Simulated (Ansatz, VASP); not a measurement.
## Eu: VASP beside Ansatz

The input INCAR:

```
ALGO = Normal
EDIFF = 1E-6
ENCUT = 520
GGA = PE
GGA_COMPAT = F
ISIF = 2
ISMEAR = -1
LASPH = T
LCHARG = F
LMAXMIX = 6
LORBIT = 11
LORBMOM = T
LREAL = F
LSORBIT = T
LWAVE = F
MAGMOM = 0 0 7
NBANDS = 28
NELM = 150
PREC = Accurate
SIGMA = 0.03
```

File KPOINTS:

```
k-points
0
Gamma
  11 11 11
```

Contents of POSCAR:

```
Eu
1.0
   -2.2755000000      2.2755000000      2.2755000000
    2.2755000000     -2.2755000000      2.2755000000
    2.2755000000      2.2755000000     -2.2755000000
Eu
1
Direct
    0.0000000000      0.0000000000      0.0000000000
```

Input for Ansatz:

```yaml
crystal:
  lattice:
    - [-2.2755, 2.2755, 2.2755]
    - [2.2755, -2.2755, 2.2755]
    - [2.2755, 2.2755, -2.2755]
  atoms:
    - { symbol: Eu, position: [0.0, 0.0, 0.0], spin: 7.0 }
magnetization:
  noncollinear: true
  spin_orbit: true
kpoints:
  mp_grid: { grid: [11, 11, 11] }
  band_path:
    path:
      - [0.0, 0.0, 0.0]
      - [0.5, -0.5, 0.5]
      - [0.0, 0.0, 0.5]
      - [0.0, 0.0, 0.0]
      - [0.25, 0.25, 0.25]
      - [0.5, -0.5, 0.5]
      - [0.25, 0.25, 0.25]
      - [0.0, 0.0, 0.5]
    npoints: 5
scf:
  occupations: { method: fermi_dirac, width: 0.03 }
hamiltonian:
  xc: pbe
  pseudopotentials: { kind: all_electron, lapw: { basis_error: 0.0005 } }
output:
  forces: true
  stress: true
  eigenvalues: true
```

Alike in both runs: task single point; functional PBE; k mesh 11 × 11 × 11; occupations fermi-dirac, width 0.03 eV; non-collinear spin, spin-orbit coupling.

|  | VASP | Ansatz |
| --- | --- | --- |
| version | VASP 6.6.1 | Ansatz 0.2.0 |
| potentials or method | VASP PAW PBE potentials, release 64 (Eu), cutoff 520 eV | all-electron LAPW |

|  | VASP | Ansatz | Ansatz less VASP |
| --- | --- | --- | --- |
| pressure (GPa) | -1.9 | -1.4 | +0.54 |
| traceless stress, the component that is largest in VASP (GPa) | -0.06 | 0.01 | +0.070 |
| net moment per atom (μB) | 7.26 | 7.27 | +0.008 |

Ansatz ran all-electron here, and VASP with PAW potentials. Ansatz's warnings: stability check not made.
